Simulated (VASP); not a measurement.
# Zn8Au7 (a cell with a defect) in VASP: single point with PBE

Aim: the single point of Zn8Au7 (a cell with a defect) with PBE.

All numbers are computed with VASP 6.6.1; they aren't measurements. Logs are shortened: lines on timing, memory, paths and dates and some standing lists are left out, and cuts for length are marked.

## 1. The cell of the first run

The cell holds a defect, 15 atoms: a = 6.356 Å, b = 6.356 Å, c = 6.356 Å, α = 90.00°, β = 90.00°, γ = 90.00°.

## 2. Single point, PBE

The input, INCAR:

```
SYSTEM = Zn8Au7
PREC = Accurate ; ENCUT = 520
EDIFF = 1E-6 ; ISMEAR = -1
SIGMA = 0.1 ; LREAL = Auto
LASPH = .True. ; NELM = 60
ALGO = Normal ; ISIF = 2
LWAVE = .False. ; LCHARG = .False.
GGA = PE ; NBANDS = 100
```

The input, KPOINTS:

```
regular mesh
0
Gamma
  2 2 2
  0 0 0
```

The input, POSCAR:

```
Zn8Au7
1.0
    6.3559340000      0.0000000000      0.0000000000
    0.0000000000      6.3559340000      0.0000000000
    0.0000000000      0.0000000000      6.3559340000
Au Zn
7 8
Direct
   -0.0009993811     -0.0003466052      0.0020629541
   -0.0012043863     -0.0005250212      0.5021705701
   -0.0020077301      0.4995976988      0.0024981380
    0.4986949204      0.4996768374      0.5022860527
    0.4984685178     -0.0002817839      0.0024402393
    0.4979129739     -0.0003495946      0.5028913138
    0.4988429710      0.4995121095      0.0022482927
    0.2415712624      0.2567660394      0.2591633267
    0.2414763904      0.2569180234      0.7455058533
    0.2419644383      0.7427657367      0.2587125669
    0.2415802304      0.7423775955      0.7456759306
    0.7551914479      0.2560127276      0.2592698414
    0.7552007305      0.2560290903      0.7454883893
    0.7551063306      0.7432621232      0.2591778014
    0.7553632558      0.7430151100      0.7453666133
```

Potentials or basis: VASP PAW PBE potentials, release 64 (Au, Zn).

Run with:

```sh
> cat potpaw_PBE.64/Au/POTCAR potpaw_PBE.64/Zn/POTCAR > POTCAR
> mpirun -np 1 vasp_std > vasp.out
```

OUTCAR:

```text
SYSTEM = Zn8Au7
   PREC = Accurate
   ENCUT = 520
   EDIFF = 1E-6
   ISMEAR = -1
   LREAL = Auto
   LASPH = .True.
   NELM = 60
   ISIF = 2
   GGA = PE

 ion  position               nearest neighbor table
   1  0.999  1.000  0.002-  11 2.78   9 2.78  10 2.78  13 2.78   8 2.78  15 2.78  12 2.78  14 2.78
                             5 3.17   2 3.18   3 3.18   3 3.18   2 3.18   5 3.18
   2  0.999  0.999  0.502-  14 2.73  12 2.73  15 2.73   8 2.73  10 2.73  11 2.73  13 2.73   9 2.73
                             6 3.17   1 3.18   1 3.18   6 3.18
   3  0.998  0.500  0.002-   8 2.73  12 2.73   9 2.73  11 2.73  15 2.73  14 2.73  10 2.73  13 2.73
                             7 3.17   1 3.18   1 3.18   7 3.18
   4  0.499  0.500  0.502-  15 2.73  14 2.73  12 2.73   8 2.73   9 2.73  11 2.73  13 2.73  10 2.73
                             7 3.18   6 3.18   6 3.18   7 3.18
   5  0.498  1.000  0.002-  10 2.82  14 2.82  12 2.83  13 2.83   8 2.83  15 2.83  11 2.83   9 2.83
                             1 3.17   6 3.18   7 3.18   7 3.18   6 3.18   1 3.18
   6  0.498  1.000  0.503-  13 2.78   9 2.78  11 2.78  15 2.78  10 2.78   8 2.78  12 2.78  14 2.78
                             2 3.17   5 3.18   4 3.18   4 3.18   5 3.18   2 3.18
   7  0.499  0.500  0.002-  13 2.78  10 2.78  11 2.78   9 2.78  12 2.78  15 2.78  14 2.78   8 2.78
                             3 3.17   5 3.18   4 3.18   4 3.18   5 3.18   3 3.18
   8  0.242  0.257  0.259-   3 2.73   2 2.73   4 2.73   1 2.78   7 2.78   6 2.78   5 2.83
   9  0.241  0.257  0.746-   3 2.73   4 2.73   2 2.73   1 2.78   6 2.78   7 2.78   5 2.83
  10  0.242  0.743  0.259-   3 2.73   2 2.73   4 2.73   1 2.78   7 2.78   6 2.78   5 2.82
  11  0.242  0.742  0.746-   3 2.73   4 2.73   2 2.73   1 2.78   6 2.78   7 2.78   5 2.83
  12  0.755  0.256  0.259-   2 2.73   3 2.73   4 2.73   7 2.78   6 2.78   1 2.78   5 2.83
  13  0.755  0.256  0.745-   4 2.73   3 2.73   2 2.73   6 2.78   7 2.78   1 2.78   5 2.83
  14  0.755  0.743  0.259-   2 2.73   4 2.73   3 2.73   7 2.78   6 2.78   1 2.78   5 2.82
  15  0.755  0.743  0.745-   2 2.73   4 2.73   3 2.73   6 2.78   7 2.78   1 2.78   5 2.83

  LATTYP: Found a simple cubic cell.
 ALAT       =     6.3559340000

  Lattice vectors:

 A1 = (   6.3559340000,   0.0000000000,   0.0000000000)
 A2 = (   0.0000000000,   6.3559340000,   0.0000000000)
 A3 = (   0.0000000000,   0.0000000000,   6.3559340000)

Analysis of symmetry for initial positions (statically):
=====================================================================
 Subroutine PRICEL returns:
 Original cell was already a primitive cell.

 Routine SETGRP: Setting up the symmetry group for a
 simple cubic supercell.

 Subroutine GETGRP returns: Found  1 space group operations
 (whereof  1 operations were pure point group operations)
[... 141 lines left out ...]
   EFERMI_NEDOS =   21; number of points for ismear=-14 and -15
   IALGO  =     38    algorithm
   IMIX   =      4    mixing-type and parameters
     AMIX     =   0.40;   BMIX     =  1.00
     AMIX_MAG =   1.60;   BMIX_MAG =  1.00
  volume/ion in A,a.u.               =      17.12       115.52
  Fermi-wavevector in a.u.,A,eV,Ry     =   1.435195  2.712125 28.025060  2.059784
  Thomas-Fermi vector in A             =   2.554520
   LORBIT       =      0    0 simple, 1 ext, 2 COOP (PROOUT), +10 PAW based schemes
   GGA     = PE    functional components
[... 5 lines left out ...]
 non-spin polarized calculation
  energy-cutoff  :      520.00
  volume of cell :      256.77
 maximum number of plane-waves:      6968
 NGX is ok and might be reduce to    48
   NGX = 23   NGY = 23   NGZ = 23

 number of electron     172.9999970 magnetization

 Free energy of the ion-electron system (eV)
  ---------------------------------------------------
  ext. energy  EPLUGINS =         0.00000000
  ---------------------------------------------------
  free energy    TOTEN  =       -34.93942754 eV

  energy without entropy =      -34.76065434  energy(sigma->0) =      -34.85004094

 E-fermi :   6.2977     XC(G=0): -11.7254

 val. band max:        6.1879097408   @ k =   0.5000   0.0000   0.0000
 cond. band min:       6.3449833388   @ k =   0.5000   0.0000   0.0000
 fundamental gap:      0.1570735980
 Fermi energy:         6.2976665432

 k-point     1 :       0.0000    0.0000    0.0000
  band No.  band energies     occupation
      1      -4.1637      2.00000
      2      -2.2726      2.00000
      3      -2.2726      2.00000
      4      -2.1251      2.00000
      5      -2.1251      2.00000
      6      -2.1251      2.00000
[... 797 lines left out ...]
     97       9.2045      0.00000
     98       9.2056      0.00000
 [bands above 98 left out]

------------------------ aborting loop because EDIFF is reached ----------------------------------------

  FORCE on cell =-STRESS in cart. coord.  units (eV):
  Direction    XX          YY          ZZ          XY          YZ          ZX
  --------------------------------------------------------------------------------------
  -------------------------------------------------------------------------------------
  Total       -3.4802620     -3.4854746     -3.4630496      0.0079279     -0.0083857     -0.0048277
  in kB      -21.7162274    -21.7487535    -21.6088251      0.0494684     -0.0523255     -0.0301242
  external PRESSURE =     -21.6912687 kB  Pullay stress =       0.0000000 kB

 VOLUME and BASIS-vectors are now :
 -----------------------------------------------------------------------------
  energy-cutoff  :      520.00
  volume of cell :      256.77
      direct lattice vectors                 reciprocal lattice vectors
     6.355934000  0.000000000  0.000000000     0.157333289  0.000000000  0.000000000
     0.000000000  6.355934000  0.000000000     0.000000000  0.157333289  0.000000000
     0.000000000  0.000000000  6.355934000     0.000000000  0.000000000  0.157333289

 POSITION                                       TOTAL-FORCE (eV/Angst)
 -----------------------------------------------------------------------------------
      6.34958      6.35373      0.01311        -0.000794      0.000124      0.001384
      6.34828      6.35260      3.19176         0.000758      0.000386      0.000277
      6.34317      3.17541      0.01588         0.001483      0.000299     -0.000818
      3.16967      3.17591      3.19250        -0.000120     -0.000505     -0.001044
      3.16823      6.35414      0.01551        -0.000263      0.000320     -0.002263
      3.16470      6.35371      3.19634         0.001614      0.000104     -0.001477
      3.17061      3.17487      0.01429        -0.000403     -0.000947     -0.001066
      1.53541      1.63199      1.64722        -0.002598      0.003332      0.002766
      1.53481      1.63295      4.73839        -0.002520      0.002871     -0.001844
      1.53791      4.72097      1.64436        -0.004337     -0.003673      0.005319
      1.53547      4.71850      4.73947        -0.003140     -0.002783     -0.002226
      4.79995      1.62720      1.64790         0.002615      0.003090      0.002216
      4.80001      1.62730      4.73828         0.002931      0.003534     -0.001898
      4.79941      4.72412      1.64732         0.002683     -0.003487      0.002059
      4.80104      4.72256      4.73750         0.002091     -0.002666     -0.001387
 -----------------------------------------------------------------------------------
    total drift:                                0.006477     -0.001625     -0.009885

  FREE ENERGIE OF THE ION-ELECTRON SYSTEM (eV)
  ---------------------------------------------------
  free  energy   TOTEN  =       -34.9394275432 eV

  energy  without entropy=      -34.7606543375  energy(sigma->0) =      -34.85004094
```

stdout:

```text
POSCAR found type information on POSCAR AuZn
 POSCAR found :  2 types and      15 ions
 scaLAPACK will be used
 LDA part: xc-table for (Slater+PW92), standard interpolation
 POSCAR, INCAR and KPOINTS ok, starting setup
 FFT: planning ... GRIDC
 FFT: planning ... GRID_SOFT
 FFT: planning ... GRID
 WAVECAR not read
 entering main loop
```

Wall time 4.4 min (1 thread of Intel Xeon Platinum 8488C (Sapphire Rapids), shared host); peak memory 0.4 GiB.

What came out:

```
Free energy            : -34.9394 eV
Pressure               : -2.2 GPa
Largest force          : 0.008 eV/Å
Band gap on the k mesh : zero (an odd number of electrons rules out a gap without spin polarisation)
```

Forces in eV/Å, atoms in the order of the input:
```
Au  -0.001  0.000  0.001
Au   0.001  0.000  0.000
Au   0.001  0.000 -0.001
Au   0.000 -0.001 -0.001
Au   0.000  0.000 -0.002
Au   0.002  0.000 -0.001
Au   0.000 -0.001 -0.001
Zn  -0.003  0.003  0.003
Zn  -0.003  0.003 -0.002
Zn  -0.004 -0.004  0.005
Zn  -0.003 -0.003 -0.002
Zn   0.003  0.003  0.002
Zn   0.003  0.004 -0.002
Zn   0.003 -0.003  0.002
Zn   0.002 -0.003 -0.001
```

Levels at points of the mesh, in eV from the Fermi level:
```tsv
k point	band 84	band 85	band 86	band 87	band 88	band 89
(0.00, 0.00, 0.00)	-2.25	-2.25	-1.68	-1.68	-1.68	0.15
(0.50, 0.00, 0.00)	-2.55	-2.41	-0.11	0.05	0.05	0.40
(0.00, 0.50, 0.00)	-2.55	-2.41	-0.11	0.05	0.05	0.40
(0.00, 0.00, 0.50)	-2.55	-2.41	-0.11	0.05	0.05	0.40
(0.50, 0.50, 0.00)	-2.08	-1.87	-1.73	-1.42	0.57	1.30
(0.00, 0.50, 0.50)	-2.08	-1.87	-1.73	-1.42	0.57	1.30
(0.50, 0.00, 0.50)	-2.08	-1.87	-1.73	-1.42	0.57	1.30
(0.50, 0.50, 0.50)	1.72	1.72	1.72	2.00	2.00	2.27
```

Caveat: the k points lie up to 0.49 Å⁻¹ apart, too coarse for converged energies and pressures of a metal; spin-orbit coupling is left out, which moves the levels of the heavy elements.

The gap in the log of VASP goes by the Fermi energy; the results here count the filled bands.